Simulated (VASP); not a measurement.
# CdO2 (P-3m1) in VASP: a series of runs

The runs below take CdO2 through single point, with PBEsol.

Program: VASP 6.6.1. These are calculated values, not measurements. Logs are shortened: lines on timing, memory, paths and dates and some standing lists are left out, and cuts for length are marked.

## 1. The cell of the first run

The structure is trigonal, space group P-3m1 (No. 164). The conventional cell has a = 3.476 Å, b = 3.476 Å, c = 4.148 Å, α = 90.00°, β = 90.00°, γ = 120.00°. Cd (site symmetry -3m) has 6 O at 2.25 Å within 3.0 Å. Within 3.0 Å of O (site symmetry 3m) lie 3 Cd at 2.25 Å and 6 O at 2.85 to 2.92 Å.

## 2. Single point, PBEsol

Contents of INCAR:

```
PREC = Accurate
ENCUT = 700
EDIFF = 1E-6
ISMEAR = -1
SIGMA = 0.1
LREAL = False
LASPH = True
NELM = 120
ALGO = Normal
ISIF = 2
LWAVE = False
LCHARG = True
GGA = PS
LELF = True
LVHAR = True
NBANDS = 23
GGA_COMPAT = False
```

Contents of KPOINTS:

```
Automatic mesh
0
Gamma
  3 3 3
```

Contents of POSCAR:

```
CdO2
1.0
    3.4762295800      0.0000000000      0.0000000000
   -1.7381147900      3.0105031257      0.0000000000
    0.0000000000      0.0000000000      4.1480760000
Cd O
1 2
Direct
    0.0000000000      0.0000000000      0.0000000000
    0.6666666667      0.3333333333      0.7557810000
    0.3333333333      0.6666666667      0.2442190000
```

Potentials or basis: VASP PAW PBE potentials, release 64 (Cd_sv_GW, O).

Run with:

```console
$ cat potpaw_PBE.64/Cd_sv_GW/POTCAR potpaw_PBE.64/O/POTCAR > POTCAR
$ mpirun -np 1 vasp_std > vasp.out
```

OUTCAR:

```text
PREC = Accurate
   ENCUT = 700
   EDIFF = 1E-6
   ISMEAR = -1
   LREAL = False
   LASPH = True
   NELM = 120
   ISIF = 2
   GGA = PS

 ion  position               nearest neighbor table
   1  0.000  0.000  0.000-   2 2.25   3 2.25   2 2.25   3 2.25   2 2.25   3 2.25
   2  0.667  0.333  0.756-   1 2.25   1 2.25   1 2.25
   3  0.333  0.667  0.244-   1 2.25   1 2.25   1 2.25

  LATTYP: Found a hexagonal cell.
 ALAT       =     3.4762295800
 C/A-ratio  =     1.1932687139

  Lattice vectors:

 A1 = (   3.4762295800,   0.0000000000,   0.0000000000)
 A2 = (  -1.7381147900,   3.0105031257,   0.0000000000)
 A3 = (   0.0000000000,   0.0000000000,   4.1480760000)

Analysis of symmetry for initial positions (statically):
=====================================================================
 Subroutine PRICEL returns:
 Original cell was already a primitive cell.

 Routine SETGRP: Setting up the symmetry group for a
 hexagonal supercell.

 Subroutine GETGRP returns: Found 12 space group operations
 (whereof 12 operations were pure point group operations)
 out of a pool of 24 trial point group operations.

The static configuration has the point symmetry D_3d.

Analysis of symmetry for dynamics (positions and initial velocities):
=====================================================================
 Subroutine PRICEL returns:
 Original cell was already a primitive cell.

 Routine SETGRP: Setting up the symmetry group for a
 hexagonal supercell.

 Subroutine GETGRP returns: Found 12 space group operations
 (whereof 12 operations were pure point group operations)
 out of a pool of 24 trial point group operations.

The dynamic configuration has the point symmetry D_3d.

 Subroutine INISYM returns: Found 12 space group operations
 (whereof 12 operations are pure point group operations),
 and found     1 'primitive' translations

----------------------------------------------------------------------------------------

                                     Primitive cell

  volume of cell :      43.4104

  direct lattice vectors                    reciprocal lattice vectors
     3.476229580  0.000000000  0.000000000     0.287667997  0.166085195  0.000000000
    -1.738114790  3.010503126  0.000000000     0.000000000  0.332170391  0.000000000
     0.000000000  0.000000000  4.148076000     0.000000000  0.000000000  0.241075622

  length of vectors
     3.476229580  3.476229580  4.148076000     0.332170391  0.332170391  0.241075622

  position of ions in fractional coordinates (direct lattice)
     0.000000000  0.000000000  0.000000000
     0.666666667  0.333333333  0.755781000
     0.333333333  0.666666667  0.244219000

  ion indices of the primitive-cell ions
   primitive index   ion index
                 1           1
                 2           2
                 3           3

----------------------------------------------------------------------------------------

 KPOINTS: Automatic mesh

Automatic generation of k-mesh.
 Grid dimensions read from file:
 generate k-points for:    3    3    3

 Generating k-lattice:

  Cartesian coordinates                     Fractional coordinates (reciprocal lattice)
     0.095889332  0.055361732  0.000000000     0.333333333  0.000000000  0.000000000
     0.000000000  0.110723464  0.000000000     0.000000000  0.333333333  0.000000000
     0.000000000  0.000000000  0.080358541     0.000000000  0.000000000  0.333333333

  Length of vectors
     0.110723464  0.110723464  0.080358541

  Shift w.r.t. Gamma in fractional coordinates (k-lattice)
     0.000000000  0.000000000  0.000000000

 Subroutine IBZKPT returns following result:
 ===========================================

 Found      7 irreducible k-points:

 Following reciprocal coordinates:
            Coordinates               Weight
  0.000000  0.000000  0.000000      1.000000
  0.333333 -0.000000  0.000000      6.000000
  0.333333  0.333333  0.000000      2.000000
  0.000000  0.000000  0.333333      2.000000
  0.333333 -0.000000  0.333333      6.000000
  0.000000  0.333333  0.333333      6.000000
  0.333333  0.333333  0.333333      4.000000
   k-points           NKPTS =      7   k-points in BZ     NKDIM =      7   number of bands    NBANDS=     23
   number of dos      NEDOS =    301   number of ions     NIONS =      3
   total plane-waves  NPLWV =  32400
   dimension x,y,z NGX =    30 NGY =   30 NGZ =   36
   dimension x,y,z NGXF=    60 NGYF=   60 NGZF=   72
   ions per type =               1   2
   NGX,Y,Z   is equivalent  to a cutoff of  14.35, 14.35, 14.43 a.u.
   NGXF,Y,Z  is equivalent  to a cutoff of  28.69, 28.69, 28.86 a.u.
 SYSTEM =  unknown system
   PREC   = accura    normal or accurate (medium, high low for compatibility)
   ISTART =      0    job   : 0-new  1-cont  2-samecut
   ICHARG =      2    charge: 1-file 2-atom 10-const
   ISPIN  =      1    spin polarized calculation?
   LNONCOLLINEAR =      F non collinear calculations
   LSORBIT =      F    spin-orbit coupling
   LASPH  =      T    aspherical Exc in radial PAW
   ENCUT  =  700.0 eV  51.45 Ry    7.17 a.u.   7.50  7.50  8.95*2*pi/ulx,y,z
   NELM   =    120;   NELMIN=  2; NELMDL= -5     # of ELM steps
   EDIFF  = 0.1E-05   stopping-criterion for ELM
   LREAL  =      F    real-space projection
   EDIFFG = 0.1E-04   stopping-criterion for IOM
   NSW    =      0    number of steps for IOM
   IBRION =     -1    ionic relax: 0-MD 1-quasi-New 2-CG
   NFREE  =      0    steps in history (QN), initial steepest desc. (CG)
   ISIF   =      2    stress and relaxation
   ISYM   =      2    0-nonsym 1-usesym 2-fastsym
   POTIM  = 0.5000    time-step for ionic-motion
   TEBEG  =    0.0;   TEEND  =   0.0 temperature during run
   PSTRESS=    0.0 pullay stress
   NELECT =      32.0000    total number of electrons
   NUPDOWN=      -1.0000    fix difference up-down
   EMIN   =  10.00;   EMAX   =-10.00  energy-range for DOS
   EFERMI =   0.00;   METHOD = LEGACY
   ISMEAR =    -1;   SIGMA  =   0.10  broadening in eV -4-tet -1-fermi 0-gaus
   EFERMI_NEDOS =   21; number of points for ismear=-14 and -15
   IALGO  =     38    algorithm
   IMIX   =      4    mixing-type and parameters
     AMIX     =   0.40;   BMIX     =  1.00
     AMIX_MAG =   1.60;   BMIX_MAG =  1.00
  volume/ion in A,a.u.               =      14.47        97.65
  Fermi-wavevector in a.u.,A,eV,Ry     =   1.478859  2.794638 29.756264  2.187024
  Thomas-Fermi vector in A             =   2.593088
   LORBIT       =      0    0 simple, 1 ext, 2 COOP (PROOUT), +10 PAW based schemes
   GGA     = PS    functional components
   LHFCALC =     F    Hartree Fock is set to
   AEXX    =    0.0000 exact exchange contribution
   IVDW    =     0    specifies the selected vdW correction
   LEPSILON=     F    determine dielectric tensor
   LRPA    =     F    only Hartree local field effects (RPA)
 non-spin polarized calculation
  energy-cutoff  :      700.00
  volume of cell :       43.41
 maximum number of plane-waves:      1847
 NGX is ok and might be reduce to    30
   NGX = 15   NGY = 15   NGZ = 17

 number of electron      31.9999997 magnetization

 Free energy of the ion-electron system (eV)
  ---------------------------------------------------
  ext. energy  EPLUGINS =         0.00000000
  ---------------------------------------------------
  free energy    TOTEN  =       -11.50270044 eV

  energy without entropy =      -11.31248569  energy(sigma->0) =      -11.40759306

 E-fermi :   1.1638     XC(G=0): -10.5424

 val. band max:        1.1066291503   @ k =   0.3333  -0.0000   0.0000
 cond. band min:       1.1724975921   @ k =   0.0000   0.0000   0.0000
 fundamental gap:      0.0658684418
 Fermi energy:         1.1637519962

 k-point     1 :       0.0000    0.0000    0.0000
  band No.  band energies     occupation
      1     -99.3608      2.00000
      2     -60.4393      2.00000
      3     -60.4312      2.00000
      4     -60.4312      2.00000
      5     -15.9824      2.00000
      6     -14.5451      2.00000
      7      -6.1561      2.00000
      8      -6.1561      2.00000
      9      -5.7821      2.00000
     10      -5.1788      2.00000
     11      -5.1788      2.00000
     12      -1.0591      2.00000
     13       0.1560      1.99992
     14       0.1560      1.99992
     15       1.0429      1.54016
     16       1.0429      1.54016
     17       1.1725      0.95630
     18       4.3081      0.00000
     19       9.4555      0.00000
     20      14.6010      0.00000
     21      14.6010      0.00000
     22      15.6319      0.00000
     23      19.3296      0.00000

 k-point     2 :       0.3333   -0.0000    0.0000
  band No.  band energies     occupation
      1     -99.3606      2.00000
      2     -60.4388      2.00000
      3     -60.4366      2.00000
      4     -60.4326      2.00000
      5     -15.4862      2.00000
      6     -14.8695      2.00000
      7      -5.8097      2.00000
      8      -5.6866      2.00000
      9      -5.3307      2.00000
     10      -5.1599      2.00000
     11      -5.1409      2.00000
     12      -2.0344      2.00000
     13      -0.9154      2.00000
     14      -0.8656      2.00000
     15      -0.1610      2.00000
     16       1.1066      1.27809
     17       1.3856      0.19628
     18       7.2148      0.00000
     19      10.8873      0.00000
     20      12.1405      0.00000
     21      15.0161      0.00000
     22      15.3568      0.00000
     23      15.5809      0.00000

 k-point     3 :       0.3333    0.3333    0.0000
  band No.  band energies     occupation
      1     -99.3605      2.00000
      2     -60.4385      2.00000
      3     -60.4362      2.00000
      4     -60.4362      2.00000
      5     -15.1151      2.00000
      6     -15.1151      2.00000
      7      -5.5247      2.00000
      8      -5.5247      2.00000
      9      -5.1974      2.00000
     10      -5.1438      2.00000
     11      -5.1438      2.00000
     12      -2.9595      2.00000
     13      -0.6285      2.00000
     14      -0.6285      2.00000
     15      -0.1119      1.99999
     16       0.5195      1.99682
     17       0.5195      1.99682
     18       8.5628      0.00000
     19      11.7491      0.00000
     20      11.7491      0.00000
     21      14.2780      0.00000
     22      14.4660      0.00000
     23      17.4788      0.00000

 k-point     4 :       0.0000    0.0000    0.3333
  band No.  band energies     occupation
      1     -99.3608      2.00000
      2     -60.4395      2.00000
      3     -60.4312      2.00000
      4     -60.4312      2.00000
      5     -15.7364      2.00000
      6     -14.8401      2.00000
      7      -6.1440      2.00000
      8      -6.1440      2.00000
      9      -5.5675      2.00000
     10      -5.1941      2.00000
     11      -5.1941      2.00000
     12      -0.9065      2.00000
     13      -0.0184      1.99999
     14      -0.0184      1.99999
     15       0.0473      1.99997
     16       1.2556      0.57062
     17       1.2556      0.57062
     18       5.8211      0.00000
     19       8.5252      0.00000
     20      14.7047      0.00000
     21      14.7047      0.00000
     22      16.4784      0.00000
     23      18.8528      0.00000

 k-point     5 :       0.3333   -0.0000    0.3333
  band No.  band energies     occupation
      1     -99.3606      2.00000
      2     -60.4389      2.00000
      3     -60.4365      2.00000
      4     -60.4326      2.00000
      5     -15.3049      2.00000
      6     -15.0388      2.00000
      7      -5.8296      2.00000
      8      -5.7376      2.00000
      9      -5.2881      2.00000
     10      -5.1528      2.00000
     11      -5.1190      2.00000
     12      -1.9225      2.00000
     13      -1.5502      2.00000
     14      -0.6951      2.00000
     15       0.1619      1.99991
     16       1.2298      0.68144
     17       1.2371      0.64899
     18       7.6985      0.00000
     19       9.7324      0.00000
     20      11.9041      0.00000
     21      14.4673      0.00000
     22      15.3929      0.00000
     23      18.1615      0.00000

 k-point     6 :       0.0000    0.3333    0.3333
  band No.  band energies     occupation
      1     -99.3606      2.00000
      2     -60.4389      2.00000
      3     -60.4365      2.00000
      4     -60.4326      2.00000
      5     -15.3759      2.00000
      6     -14.9567      2.00000
      7      -5.8551      2.00000
      8      -5.8146      2.00000
      9      -5.2450      2.00000
     10      -5.1966      2.00000
     11      -5.1408      2.00000
     12      -2.1698      2.00000
     13      -0.8994      2.00000
     14      -0.5099      2.00000
     15       0.2814      1.99971
     16       0.8130      1.94182
     17       1.0215      1.61150
     18       7.5741      0.00000
     19       9.8351      0.00000
     20      11.9577      0.00000
     21      14.4481      0.00000
     22      15.6095      0.00000
     23      17.9882      0.00000

 k-point     7 :       0.3333    0.3333    0.3333
  band No.  band energies     occupation
      1     -99.3605      2.00000
      2     -60.4386      2.00000
      3     -60.4362      2.00000
      4     -60.4362      2.00000
      5     -15.1027      2.00000
      6     -15.1027      2.00000
      7      -5.5588      2.00000
      8      -5.5588      2.00000
      9      -5.1320      2.00000
     10      -5.1237      2.00000
     11      -5.1237      2.00000
     12      -2.5078      2.00000
     13      -1.3008      2.00000
     14      -1.3008      2.00000
     15      -0.7146      2.00000
     16       1.2893      0.44345
     17       1.2893      0.44345
     18       8.8676      0.00000
     19      10.8295      0.00000
     20      12.3334      0.00000
     21      12.3334      0.00000
     22      15.7039      0.00000
     23      15.7039      0.00000

------------------------ aborting loop because EDIFF is reached ----------------------------------------

  FORCE on cell =-STRESS in cart. coord.  units (eV):
  Direction    XX          YY          ZZ          XY          YZ          ZX
  --------------------------------------------------------------------------------------
  -------------------------------------------------------------------------------------
  Total       -3.1228098     -3.1228098     -2.2852599      0.0000000      0.0000000     -0.0000000
  in kB     -115.2555589   -115.2555589    -84.3435620      0.0000000      0.0000000     -0.0000000
  external PRESSURE =    -104.9515599 kB  Pullay stress =       0.0000000 kB

 VOLUME and BASIS-vectors are now :
 -----------------------------------------------------------------------------
  energy-cutoff  :      700.00
  volume of cell :       43.41
      direct lattice vectors                 reciprocal lattice vectors
     3.476229580  0.000000000  0.000000000     0.287667997  0.166085195  0.000000000
    -1.738114790  3.010503126  0.000000000     0.000000000  0.332170391  0.000000000
     0.000000000  0.000000000  4.148076000     0.000000000  0.000000000  0.241075622

 POSITION                                       TOTAL-FORCE (eV/Angst)
 -----------------------------------------------------------------------------------
      0.00000      0.00000      0.00000        -0.000000      0.000000      0.000000
      1.73811      1.00350      3.13504         0.000000     -0.000000      0.337033
     -0.00000      2.00700      1.01304        -0.000000      0.000000     -0.337033
 -----------------------------------------------------------------------------------
    total drift:                                0.000000      0.000000      0.000000

  FREE ENERGIE OF THE ION-ELECTRON SYSTEM (eV)
  ---------------------------------------------------
  free  energy   TOTEN  =       -11.5027004401 eV

  energy  without entropy=      -11.3124856861  energy(sigma->0) =      -11.40759306
```

Wall time 18 s (1 thread of Intel Xeon Platinum 8488C (Sapphire Rapids), shared host); peak memory 0.18 GiB.

What came out:

```yaml
Free_energy: -11.5027 eV
Pressure: -10.5 GPa
Largest_force: 0.337 eV/Å
Band_gap_on_the_k_mesh: zero (bands 16 and 17 overlap by 0.77 eV)
```

Forces on the atoms (eV/Å):
```
Cd   0.000  0.000  0.000
O    0.000  0.000  0.337
O    0.000  0.000 -0.337
```

Stress tensor (GPa, compression positive):
```
-11.53   0.00   0.00
  0.00 -11.53   0.00
  0.00   0.00  -8.43
```

Caveat: the k points lie up to 0.70 Å⁻¹ apart, too coarse for converged energies and pressures of a metal; semilocal functionals underestimate gaps, and a narrow one can read as zero; the PAW data sets were made with another functional, which shifts forces and pressure a little.

## 3. Single point, PBEsol

Contents of INCAR:

```
PREC = Accurate ; ENCUT = 700
EDIFF = 1E-6 ; ISMEAR = -1
SIGMA = 0.1 ; LREAL = False
LASPH = True ; NELM = 120
ALGO = Normal ; ISIF = 2
LWAVE = False ; LCHARG = True
GGA = PS ; LELF = True
LVHAR = True ; NBANDS = 23
GGA_COMPAT = False
```

Contents of KPOINTS:

```
regular mesh
0
Gamma
  9 9 7
```

POSCAR is that of step 2.

Potentials or basis: VASP PAW PBE potentials, release 64 (Cd_sv_GW, O).

Run with:

```console
$ cat potpaw_PBE.64/Cd_sv_GW/POTCAR potpaw_PBE.64/O/POTCAR > POTCAR
$ mpirun -np 1 vasp_std > vasp.out
```

Run time: 1.7 min. Hardware: 1 thread of AMD EPYC 7R43 (Zen 3), shared host; peak memory 0.23 GiB.

The run converged. Its results:

- Free energy: -11.4911 eV
- Pressure: -10.4 GPa
- Largest force: 0.337 eV/Å
- Band gap on the k mesh: zero (bands 16 and 17 overlap by 0.92 eV)

Forces in eV/Å, atoms in the order of the input:
```
Cd   0.000  0.000  0.000
O    0.000  0.000  0.337
O    0.000  0.000 -0.337
```

Stress tensor (GPa, compression positive):
```
-11.07   0.00   0.00
  0.00 -11.07   0.00
  0.00   0.00  -8.92
```

Levels at points of the mesh, in eV from the Fermi level:
```tsv
k point	band 12	band 13	band 14	band 15	band 16	band 17	band 18	band 19	band 20	band 21
(0.00, 0.00, 0.00)	-2.18	-0.94	-0.94	-0.05	-0.05	0.04	3.21	8.36	13.51	13.51
```

Caveat: the cell stands under tension; the PAW data sets were made with another functional, which shifts forces and pressure a little.

## 4. Single point, PBEsol

Contents of INCAR:

```
SYSTEM = CdO2
PREC = Accurate
ENCUT = 700
EDIFF = 1E-6
ISMEAR = -1
SIGMA = 0.1
LREAL = .False.
LASPH = .True.
NELM = 120
ALGO = Normal
ISIF = 2
LWAVE = .False.
LCHARG = .False.
GGA = PS
NBANDS = 23
GGA_COMPAT = .False.
```

Contents of KPOINTS:

```
Automatic mesh
0
Gamma
  7 7 6
  0 0 0
```

POSCAR is that of step 3.

Run with:

```console
$ cat potpaw_PBE.64/Cd_sv_GW/POTCAR potpaw_PBE.64/O/POTCAR > POTCAR
$ mpirun -np 1 vasp_std > vasp.out
```

It took 38 s on 1 thread of AMD EPYC 9R45 (Zen 5), shared host; peak memory 0.19 GiB.

Results (log left out):

- Free energy: -11.4903 eV
- Pressure: -10.3 GPa
- Largest force: 0.335 eV/Å
- Band gap on the k mesh: zero (bands 16 and 17 overlap by 0.61 eV)

Forces in eV/Å, atoms in the order of the input:
```
Cd   0.000  0.000  0.000
O    0.000  0.000  0.335
O    0.000  0.000 -0.335
```

Stress tensor (GPa, compression positive):
```
-11.06   0.00   0.00
  0.00 -11.06   0.00
  0.00   0.00  -8.88
```

Levels at points of the mesh, in eV from the Fermi level:
```csv
k point,band 13,band 14,band 15,band 16,band 17,band 18,band 19,band 20
"(0.00, 0.00, 0.00)",-0.94,-0.94,-0.05,-0.05,0.04,3.22,8.37,13.52
"(0.00, 0.00, 0.50)",-1.56,-1.16,-1.16,0.23,0.23,5.46,6.78,13.68
```

Caveat: the cell stands under tension; semilocal functionals underestimate gaps, and a narrow one can read as zero; the PAW data sets were made with another functional, which shifts forces and pressure a little.

## 5. Overview

```tsv
k mesh	gap on the mesh (eV)	pressure (GPa)	largest force (eV/Å)
3 × 3 × 3	none	-10.5	0.34
9 × 9 × 7	none	-10.4	0.34
7 × 7 × 6	none	-10.3	0.33
```

Alike in all rows: task single point; level PBEsol; potentials or basis VASP PAW PBE potentials, release 64 (Cd_sv_GW, O); no spin polarisation; cell as given; cutoff (eV) 700; smearing fermi-dirac 0.1 eV.

Caveats: some runs use coarse meshes; the PAW data sets were made with another functional, which shifts forces and pressure a little; semilocal functionals underestimate gaps, and a narrow one can read as zero (at least some runs); the cell stands under tension (at least some runs).

Absolute energies hang on the potentials; compare differences alone.

The gap in the log of VASP goes by the Fermi energy; the results here count the filled bands.